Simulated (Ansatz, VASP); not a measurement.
# Ni in VASP and in Ansatz

```xyz
1
Lattice="0.0000 1.7125 1.7125 1.7125 0.0000 1.7125 1.7125 1.7125 0.0000" Properties=species:S:1:pos:R:3 pbc="T T T"
Ni    0.0000    0.0000    0.0000
```

Alike in both runs: task single point; functional LDA; k mesh 16 × 16 × 16; collinear spin.

|  | VASP | Ansatz |
| --- | --- | --- |
| version | VASP 6.6.1 | Ansatz 0.2.0 |
| potentials or method | VASP PAW LDA potentials, release 64 (Ni), cutoff 520 eV | plane waves (420 eV) with PAW, scalar-relativistic |
| occupations | methfessel-paxton of order 1, width 0.03 eV | cold, width 0.03 eV |
| valence electrons in the cell | 10 | 18 |

```csv
,VASP,Ansatz,Ansatz less VASP
pressure (GPa),-0.7,-0.6,+0.07
net moment per atom (μB),0.57,0.57,+0.001
size of the moment on the site where the two differ most (μB),0.57,0.60,+0.026
```

Ansatz warns that its potentials were made for another functional, while VASP's fit it. LDA's correlation is that of Perdew and Zunger in VASP and of Perdew and Wang (1992) in Ansatz. Site moments also hang on the region over which each program counts them. VASP's potentials hold 10 valence electrons a cell and Ansatz's 18, so a difference there can come from the potentials and not from the codes. Ansatz's warnings: stability check not made.
